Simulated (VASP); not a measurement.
Input of a VASP 6.6.1 run:

File INCAR:

```
PREC     = Accurate       # precision mode
ENCUT    = 600            # plane-wave cutoff, eV
EDIFF    = 1E-6           # SCF threshold, eV
ISMEAR   = -1             # smearing method
SIGMA    = 0.05           # smearing width, eV
LREAL    = False          # projectors in reciprocal space
LASPH    = True           # aspherical terms in the spheres
NELM     = 80             # most SCF steps
ALGO     = Normal         # electronic algorithm
ISIF     = 3              # what is computed and relaxed
LWAVE    = False          # write WAVECAR
LCHARG   = False          # write CHGCAR
GGA      = PS             # functional
IBRION   = 2              # ionic algorithm
NSW      = 80             # ionic steps
EDIFFG   = -0.005         # ionic threshold
PSTRESS  = 300.0
```

The input KPOINTS:

```
regular mesh
0
Gamma
  10 10 5
```

POSCAR

```
Hf
1.0
    3.1967000000      0.0000000000      0.0000000000
   -1.5983500000      2.7684234083      0.0000000000
    0.0000000000      0.0000000000      5.0578000000
Hf
2
Direct
    0.6666666667      0.3333333333      0.7500000000
    0.3333333333      0.6666666667      0.2500000000
```

Potentials or basis: VASP PAW PBE potentials, release 64 (Hf_pv).

Command:

```bash
$ cat potpaw_PBE.64/Hf_pv/POTCAR > POTCAR
$ mpirun -np 1 vasp_std > vasp.out
```

(1) What does it give for the relaxed cell?

(2) Predict the relaxed volume.

(3) Predict the space group after relaxing (to 0.05 Å).

(4) Predict the band gap on the k mesh.

## Answers

(1) a = 2.951 Å, b = 2.951 Å, c = 4.720 Å, α = 90.00°, β = 90.00°, γ = 120.00°.

(2) 17.79 Å³/atom.

(3) P6_3/mmc (No. 194).

(4) zero (band 10 reaches 7.65 eV, above the bottom of band 11 at 6.09 eV).

Caveat: the cell is relaxed towards a set pressure, so the enthalpy falls and the energy may rise; the volume moved by over 15 % at a fixed basis, so the end points are rough; the PAW data sets were made with another functional, which shifts forces and pressure a little; spin-orbit coupling is left out, which moves the levels of the heavy elements.
